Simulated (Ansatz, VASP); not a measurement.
One calculation of Co, two programs

Contents of INCAR:

```
SYSTEM = Co
PREC     = Accurate       ! precision mode
ENCUT    = 520            ! plane-wave cutoff, eV
EDIFF    = 1E-6           ! SCF threshold, eV
ISMEAR   = -1             ! smearing method
SIGMA    = 0.05           ! smearing width, eV
LREAL    = .FALSE.        ! projectors in reciprocal space
LASPH    = .TRUE.         ! aspherical terms in the spheres
NELM     = 150            ! most SCF steps
ALGO     = Normal         ! electronic algorithm
ISIF     = 2              ! what is computed and relaxed
LWAVE    = .FALSE.        ! write WAVECAR
LCHARG   = .FALSE.        ! write CHGCAR
ISPIN    = 2              ! spin polarisation
MAGMOM   = 1.717          ! initial moments
LORBIT   = 11             ! projections on sites
LMAXMIX  = 4              ! l up to which the mixer works
GGA      = PE             ! functional
NBANDS   = 14             ! bands
```

File KPOINTS:

```
Automatic mesh
0
G
  17 17 17
  0 0 0
```

POSCAR

```
Co
1.0
    0.0000000000      1.7372705927      1.7372705927
    1.7372705927      0.0000000000      1.7372705927
    1.7372705927      1.7372705927      0.0000000000
Co
1
Direct
    0.0000000000      0.0000000000      0.0000000000
```

Input for Ansatz:

```yaml
crystal:
  lattice:
    - [0.0, 1.7372705927, 1.7372705927]
    - [1.7372705927, 0.0, 1.7372705927]
    - [1.7372705927, 1.7372705927, 0.0]
  atoms:
    - { symbol: Co, position: [0.0, 0.0, 0.0], spin: 1.717 }
hamiltonian:
  xc: pbe
  pseudopotentials:
    kind: paw
    azcp:
      Co: "pseudopotentials/Co.paw.azcp"
basis:
  ecutwfc: 420
  fft_grid_basis: typed
kpoints:
  mp_grid: { grid: [17, 17, 17], shift: [0, 0, 0] }
magnetization:
  spin_polarized: true
scf:
  occupations: { method: fermi_dirac, width: 0.05 }
  lower_state_search: "off"
output:
  stress: true
```

Alike in both runs: task single point; functional PBE; k mesh 17 × 17 × 17; occupations fermi-dirac, width 0.05 eV; collinear spin.

|  | VASP | Ansatz |
| --- | --- | --- |
| version | VASP 6.6.1 | Ansatz 0.2.0 |
| potentials or method | VASP PAW PBE potentials, release 64 (Co), cutoff 520 eV | plane waves (420 eV) with PAW, scalar-relativistic |
| valence electrons in the cell | 9 | 17 |

```tsv
	VASP	Ansatz	Ansatz less VASP
pressure (GPa)	8.8	9.9	+1.03
net moment per atom (μB)	1.64	1.65	+0.010
size of the moment on the site where the two differ most (μB)	1.65	1.71	+0.063
```

Site moments also hang on the region over which each program counts them. VASP's potentials hold 9 valence electrons a cell and Ansatz's 17, so a difference there can come from the potentials and not from the codes.
